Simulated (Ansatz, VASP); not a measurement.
**One calculation of BP, two programs**

```
B P
1.0
     0.00000    2.31875    2.31875
     2.31875    0.00000    2.31875
     2.31875    2.31875    0.00000
B P
1 1
Direct
  0.00000 0.00000 0.00000
  0.25000 0.25000 0.25000
```

Alike in both runs: task single point; functional PBE; k mesh 10 × 10 × 10; occupations gaussian, width 0.02 eV; no spin polarisation.

|  | VASP | Ansatz |
| --- | --- | --- |
| version | VASP 6.6.1 | Ansatz 0.2.0 |
| potentials or method | VASP PAW PBE potentials, release 64 (B, P), cutoff 500 eV | scalar-relativistic, plane waves, PAW |
| valence electrons in the cell | 8 | 8 |

Ansatz gave:

```
gap on the k mesh at the Fermi level (eV) : 1.33
least direct gap on the mesh (eV)         : 3.32
pressure (GPa)                            : -8.4
```

Question: What did VASP give for the same quantities?

Answer: gap on the k mesh at the Fermi level (eV): 1.33; least direct gap on the mesh (eV): 3.31; pressure (GPa): -8.6.
